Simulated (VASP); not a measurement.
Write the native input for VASP 6.6.1 that does the following.

* Task: single point
* Functional: PBEsol
* Potentials or basis: VASP PAW PBE potentials, release 64 (Ba_sv, Ti_sv, O)
* Cutoff: 600 eV
* k mesh: 4 × 4 × 4
* Occupations: gaussian, width 0.01 eV
* Spin: no spin polarisation
* Dipole correction: no
* Further INCAR settings: ALGO = Normal; EDIFF = 1e-06; NBANDS = 28

The structure of BaTiO3 lies in POSCAR:

```
BaTiO3
1.0
    3.9334772262      0.0000000000      0.0000000000
    0.0000000000      3.9334772262      0.0000000000
    0.0000000000      0.0000000000      3.9334772262
Ba Ti O
1 1 3
Direct
    0.5000000000      0.5000000000      0.5000000000
    0.0000000000      0.0000000000      0.0000000000
    0.5000000000      0.0000000000      0.0000000000
    0.0000000000      0.5000000000      0.0000000000
    0.0000000000      0.0000000000      0.5000000000
```

These files were run (other wordings do the same):

INCAR

```
SYSTEM = BaTiO3
  PREC = Accurate
  ENCUT = 600
  EDIFF = 1E-6
  ISMEAR = 0
  SIGMA = 0.01
  LREAL = .FALSE.
  LASPH = .TRUE.
  NELM = 120
  ALGO = Normal
  ISIF = 2
  LWAVE = .FALSE.
  LCHARG = .TRUE.
  GGA = PS
  LELF = .TRUE.
  LVHAR = .TRUE.
  NBANDS = 28
  GGA_COMPAT = .FALSE.
```

KPOINTS

```
Automatic mesh
0
G
  4 4 4
  0 0 0
```

Potentials or basis: VASP PAW PBE potentials, release 64 (Ba_sv, Ti_sv, O).

Command:

```console
$ cat potpaw_PBE.64/Ba_sv/POTCAR potpaw_PBE.64/Ti_sv/POTCAR potpaw_PBE.64/O/POTCAR > POTCAR
$ mpirun -np 1 vasp_std > vasp.out
```

Results of the run:

```
Pressure               : 7.4 GPa
Band gap on the k mesh : 1.78 eV, indirect (least direct gap 1.87 eV)
```

Caveat: the PAW data sets were made with another functional, which shifts forces and pressure a little; spin-orbit coupling is left out, which moves the levels of the heavy elements.

Wall time 38 s on 1 thread of Intel Xeon 8259CL, with other jobs on the host, peak memory 0.18 GiB.
